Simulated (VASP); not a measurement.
# SiO2 (P6_222) in VASP: further runs

The runs below take SiO2 through single point, with PBE.

All numbers are computed with VASP 6.6.1; they aren't measurements. Logs are shortened: lines on timing, memory, paths and dates and some standing lists are left out, and cuts for length are marked.

## 1. The cell of the first run

The structure is hexagonal, space group P6_222 (No. 180). The conventional cell has a = 5.309 Å, b = 5.309 Å, c = 5.138 Å, α = 90.00°, β = 90.00°, γ = 120.00°. Within 2.2 Å of Si (site symmetry 222) lie 4 O at 1.63 Å. O (site symmetry 2) has 2 Si at 1.63 Å within 2.2 Å.

## 2. Single point, PBE (strain +0.040 along x and y, -0.080 along z)

Contents of INCAR:

```
SYSTEM = SiO2
  ALGO = Normal
  EDIFF = 1E-6
  ENCUT = 520
  GGA = PE
  ISIF = 2
  ISMEAR = 0
  LASPH = .True.
  LCHARG = .False.
  LREAL = .False.
  LWAVE = .False.
  NBANDS = 34
  NELM = 100
  PREC = Accurate
  SIGMA = 0.05
```

Contents of KPOINTS:

```
k-points
0
Gamma
  6 6 4
  0 0 0
```

Contents of POSCAR:

```
SiO2
1.0
    5.3090919008      0.0000000000      0.0000000000
   -2.6545459504      4.5978084571      0.0000000000
    0.0000000000      0.0000000000      5.1379110507
Si O
3 6
Direct
    0.5000000000      0.0000000000      0.0000000000
    0.5000000000      0.5000000000      0.3333333333
    0.0000000000      0.5000000000      0.6666666667
    0.4159266453      0.2079633227      0.1666666667
    0.2079633227      0.4159266453      0.5000000000
    0.7920366773      0.2079633227      0.8333333333
    0.5840733547      0.7920366773      0.1666666667
    0.7920366773      0.5840733547      0.5000000000
    0.2079633227      0.7920366773      0.8333333333
```

Potentials or basis: VASP PAW PBE potentials, release 64 (Si, O).

Run with:

```
$ cat potpaw_PBE.64/Si/POTCAR potpaw_PBE.64/O/POTCAR > POTCAR
$ mpirun -np 1 vasp_std > vasp.out
```

OUTCAR:

```text
SYSTEM = SiO2
   EDIFF = 1E-6
   ENCUT = 520
   GGA = PE
   ISIF = 2
   ISMEAR = 0
   LASPH = .True.
   LREAL = .False.
   NELM = 100
   PREC = Accurate

 ion  position               nearest neighbor table
   1  0.500  0.000  0.000-   6 1.63   9 1.63   7 1.63   4 1.63
   2  0.500  0.500  0.333-   4 1.63   7 1.63   5 1.63   8 1.63
   3  0.000  0.500  0.667-   6 1.63   9 1.63   8 1.63   5 1.63
   4  0.416  0.208  0.167-   2 1.63   1 1.63
   5  0.208  0.416  0.500-   2 1.63   3 1.63
   6  0.792  0.208  0.833-   3 1.63   1 1.63
   7  0.584  0.792  0.167-   2 1.63   1 1.63
   8  0.792  0.584  0.500-   2 1.63   3 1.63
   9  0.208  0.792  0.833-   3 1.63   1 1.63

  LATTYP: Found a hexagonal cell.
 ALAT       =     5.3090919008
 C/A-ratio  =     0.9677570377

  Lattice vectors:

 A1 = (   5.3090919008,   0.0000000000,   0.0000000000)
 A2 = (  -2.6545459504,   4.5978084571,   0.0000000000)
 A3 = (   0.0000000000,   0.0000000000,   5.1379110507)

Analysis of symmetry for initial positions (statically):
=====================================================================
 Subroutine PRICEL returns:
 Original cell was already a primitive cell.

 Routine SETGRP: Setting up the symmetry group for a
 hexagonal supercell.

 Subroutine GETGRP returns: Found 12 space group operations
 (whereof  4 operations were pure point group operations)
 out of a pool of 24 trial point group operations.

The static configuration has the point symmetry D_2 .
 The point group associated with its full space group is D_6 .

Analysis of symmetry for dynamics (positions and initial velocities):
=====================================================================
 Subroutine PRICEL returns:
 Original cell was already a primitive cell.

 Routine SETGRP: Setting up the symmetry group for a
 hexagonal supercell.

 Subroutine GETGRP returns: Found 12 space group operations
 (whereof  4 operations were pure point group operations)
 out of a pool of 24 trial point group operations.

The dynamic configuration has the point symmetry D_2 .
 The point group associated with its full space group is D_6 .

 Subroutine INISYM returns: Found 12 space group operations
 (whereof  4 operations are pure point group operations),
 and found     1 'primitive' translations

----------------------------------------------------------------------------------------

                                     Primitive cell

  volume of cell :     125.4174

  direct lattice vectors                    reciprocal lattice vectors
     5.309091901  0.000000000  0.000000000     0.188356129  0.108747462  0.000000000
    -2.654545950  4.597808457  0.000000000     0.000000000  0.217494924  0.000000000
     0.000000000  0.000000000  5.137911051     0.000000000  0.000000000  0.194631629

  length of vectors
     5.309091901  5.309091901  5.137911051     0.217494924  0.217494924  0.194631629

  position of ions in fractional coordinates (direct lattice)
     0.500000000  0.000000000  0.000000000
     0.500000000  0.500000000  0.333333333
     0.000000000  0.500000000  0.666666667
     0.415926645  0.207963323  0.166666667
     0.207963323  0.415926645  0.500000000
     0.792036677  0.207963323  0.833333333
     0.584073355  0.792036677  0.166666667
     0.792036677  0.584073355  0.500000000
     0.207963323  0.792036677  0.833333333

  ion indices of the primitive-cell ions
   primitive index   ion index
                 1           1
                 2           2
                 3           3
                 4           4
                 5           5
                 6           6
                 7           7
                 8           8
                 9           9

----------------------------------------------------------------------------------------

 KPOINTS: k-points

Automatic generation of k-mesh.
 Grid dimensions read from file:
 generate k-points for:    6    6    4

 Generating k-lattice:

  Cartesian coordinates                     Fractional coordinates (reciprocal lattice)
     0.031392688  0.018124577  0.000000000     0.166666667  0.000000000  0.000000000
     0.000000000  0.036249154  0.000000000     0.000000000  0.166666667  0.000000000
     0.000000000  0.000000000  0.048657907     0.000000000  0.000000000  0.250000000

  Length of vectors
     0.036249154  0.036249154  0.048657907

  Shift w.r.t. Gamma in fractional coordinates (k-lattice)
     0.000000000  0.000000000  0.000000000

 Subroutine IBZKPT returns following result:
 ===========================================

 Found     21 irreducible k-points:

 Following reciprocal coordinates:
            Coordinates               Weight
  0.000000  0.000000  0.000000      1.000000
  0.166667  0.000000  0.000000      6.000000
  0.333333  0.000000  0.000000      6.000000
  0.500000  0.000000  0.000000      3.000000
  0.166667  0.166667  0.000000      6.000000
  0.333333  0.166667  0.000000     12.000000
[... 13 lines left out ...]
  0.333333  0.166667  0.500000     12.000000
  0.333333  0.333333  0.500000      2.000000
   k-points           NKPTS =     21   k-points in BZ     NKDIM =     21   number of bands    NBANDS=     34
   number of dos      NEDOS =    301   number of ions     NIONS =      9
   total plane-waves  NPLWV =  64000
   dimension x,y,z NGX =    40 NGY =   40 NGZ =   40
   dimension x,y,z NGXF=    80 NGYF=   80 NGZF=   80
   ions per type =               3   6
   NGX,Y,Z   is equivalent  to a cutoff of  12.53, 12.53, 12.94 a.u.
   NGXF,Y,Z  is equivalent  to a cutoff of  25.05, 25.05, 25.89 a.u.
 SYSTEM =  SiO2
   PREC   = accura    normal or accurate (medium, high low for compatibility)
   ISTART =      0    job   : 0-new  1-cont  2-samecut
   ICHARG =      2    charge: 1-file 2-atom 10-const
   ISPIN  =      1    spin polarized calculation?
   LNONCOLLINEAR =      F non collinear calculations
   LSORBIT =      F    spin-orbit coupling
   LASPH  =      T    aspherical Exc in radial PAW
   ENCUT  =  520.0 eV  38.22 Ry    6.18 a.u.   9.87  9.87  9.55*2*pi/ulx,y,z
   NELM   =    100;   NELMIN=  2; NELMDL= -5     # of ELM steps
   EDIFF  = 0.1E-05   stopping-criterion for ELM
   LREAL  =      F    real-space projection
   EDIFFG = 0.1E-04   stopping-criterion for IOM
   NSW    =      0    number of steps for IOM
   IBRION =     -1    ionic relax: 0-MD 1-quasi-New 2-CG
   NFREE  =      0    steps in history (QN), initial steepest desc. (CG)
   ISIF   =      2    stress and relaxation
   ISYM   =      2    0-nonsym 1-usesym 2-fastsym
   POTIM  = 0.5000    time-step for ionic-motion
   TEBEG  =    0.0;   TEEND  =   0.0 temperature during run
   PSTRESS=    0.0 pullay stress
   NELECT =      48.0000    total number of electrons
   NUPDOWN=      -1.0000    fix difference up-down
   EMIN   =  10.00;   EMAX   =-10.00  energy-range for DOS
   EFERMI =   0.00;   METHOD = LEGACY
   ISMEAR =     0;   SIGMA  =   0.05  broadening in eV -4-tet -1-fermi 0-gaus
   EFERMI_NEDOS =   21; number of points for ismear=-14 and -15
   IALGO  =     38    algorithm
   IMIX   =      4    mixing-type and parameters
     AMIX     =   0.40;   BMIX     =  1.00
     AMIX_MAG =   1.60;   BMIX_MAG =  1.00
  volume/ion in A,a.u.               =      13.94        94.04
  Fermi-wavevector in a.u.,A,eV,Ry     =   1.188601  2.246130 19.221927  1.412772
  Thomas-Fermi vector in A             =   2.324727
   LORBIT       =      0    0 simple, 1 ext, 2 COOP (PROOUT), +10 PAW based schemes
   GGA     = PE    functional components
   LHFCALC =     F    Hartree Fock is set to
   AEXX    =    0.0000 exact exchange contribution
   IVDW    =     0    specifies the selected vdW correction
   LEPSILON=     F    determine dielectric tensor
   LRPA    =     F    only Hartree local field effects (RPA)
 non-spin polarized calculation
 Gauss-broadening in eV      SIGMA  =   0.05
  energy-cutoff  :      520.00
  volume of cell :      125.42
 maximum number of plane-waves:      3399
 NGX is ok and might be reduce to    40
   NGX = 19   NGY = 19   NGZ = 19

 number of electron      48.0000002 magnetization

 Free energy of the ion-electron system (eV)
  ---------------------------------------------------
  ext. energy  EPLUGINS =         0.00000000
  ---------------------------------------------------
  free energy    TOTEN  =       -70.87472397 eV

  energy without entropy =      -70.87472397  energy(sigma->0) =      -70.87472397

 E-fermi :   0.6545     XC(G=0):  -8.6561

 val. band max:        0.4136183148   @ k =   0.5000   0.0000   0.0000
 cond. band min:       5.8068479918   @ k =   0.0000   0.0000   0.0000
 fundamental gap:      5.3932296770
 Fermi energy:         0.6545457268

 k-point     1 :       0.0000    0.0000    0.0000
  band No.  band energies     occupation
      1     -18.9017      2.00000
      2     -17.3443      2.00000
      3     -17.3443      2.00000
      4     -17.0052      2.00000
      5     -16.9539      2.00000
      6     -16.9539      2.00000
[... 26 lines left out ...]
     33      12.3409      0.00000
     34      13.3238      0.00000

 k-point     2 :       0.1667    0.0000    0.0000
  band No.  band energies     occupation
      1     -18.8331      2.00000
      2     -17.5221      2.00000
      3     -17.3794      2.00000
      4     -16.9761      2.00000
      5     -16.9134      2.00000
      6     -16.8987      2.00000
[... 26 lines left out ...]
     33      12.4242      0.00000
     34      13.3272      0.00000
[... 664 lines left out ...]
     33      11.2218      0.00000
     34      11.6072      0.00000

 k-point    21 :       0.3333    0.3333    0.5000
  band No.  band energies     occupation
      1     -18.4289      2.00000
      2     -17.7972      2.00000
      3     -17.7972      2.00000
      4     -16.9316      2.00000
      5     -16.8322      2.00000
      6     -16.8322      2.00000
[... 26 lines left out ...]
     33      11.5050      0.00000
     34      11.6550      0.00000

------------------------ aborting loop because EDIFF is reached ----------------------------------------

  FORCE on cell =-STRESS in cart. coord.  units (eV):
  Direction    XX          YY          ZZ          XY          YZ          ZX
  --------------------------------------------------------------------------------------
  -------------------------------------------------------------------------------------
  Total       -2.0776911     -2.0776911      3.6664349      0.0000000      0.0000000     -0.0000000
  in kB      -26.5420131    -26.5420131     46.8378405      0.0000000      0.0000000     -0.0000000
  external PRESSURE =      -2.0820619 kB  Pullay stress =       0.0000000 kB

 VOLUME and BASIS-vectors are now :
 -----------------------------------------------------------------------------
  energy-cutoff  :      520.00
  volume of cell :      125.42
      direct lattice vectors                 reciprocal lattice vectors
     5.309091901  0.000000000  0.000000000     0.188356129  0.108747462  0.000000000
    -2.654545950  4.597808457  0.000000000     0.000000000  0.217494924  0.000000000
     0.000000000  0.000000000  5.137911051     0.000000000  0.000000000  0.194631629

 POSITION                                       TOTAL-FORCE (eV/Angst)
 -----------------------------------------------------------------------------------
      2.65455      0.00000      0.00000        -0.000000     -0.000000      0.000000
      1.32727      2.29890      1.71264         0.000000     -0.000000      0.000000
     -1.32727      2.29890      3.42527        -0.000000     -0.000000     -0.000000
      1.65614      0.95618      0.85632         0.109315      0.063113      0.000000
      0.00000      1.91235      2.56896        -0.000000      0.126226      0.000000
      3.65295      0.95618      4.28159        -0.109315      0.063113     -0.000000
      0.99840      3.64163      0.85632        -0.109315     -0.063113      0.000000
      2.65455      2.68546      2.56896         0.000000     -0.126226      0.000000
     -0.99840      3.64163      4.28159         0.109315     -0.063113     -0.000000
 -----------------------------------------------------------------------------------
    total drift:                                0.000000      0.000000      0.000001

  FREE ENERGIE OF THE ION-ELECTRON SYSTEM (eV)
  ---------------------------------------------------
  free  energy   TOTEN  =       -70.8747239673 eV

  energy  without entropy=      -70.8747239673  energy(sigma->0) =      -70.87472397
```

It took 69 s on 1 thread of Intel Xeon Platinum 8488C (Sapphire Rapids), shared host; peak memory 0.25 GiB.

What came out:

| Property | Result |
| --- | --- |
| Free energy | -70.8747 eV |
| Pressure | -0.2 GPa |
| Largest force | 0.126 eV/Å |
| Band gap on the k mesh | 5.39 eV (least direct gap 5.86 eV) |

Forces on the atoms (eV/Å):
```
Si   0.000  0.000  0.000
Si   0.000  0.000  0.000
Si   0.000  0.000  0.000
O    0.109  0.063  0.000
O    0.000  0.126  0.000
O   -0.109  0.063  0.000
O   -0.109 -0.063  0.000
O    0.000 -0.126  0.000
O    0.109 -0.063  0.000
```

Stress tensor (GPa, compression positive):
```
-2.65  0.00  0.00
 0.00 -2.65  0.00
 0.00  0.00  4.68
```

Caveat: the cell differs from its parent crystal (strain +0.040 along x and y, -0.080 along z).

(Part 1 of 2 ends here.)
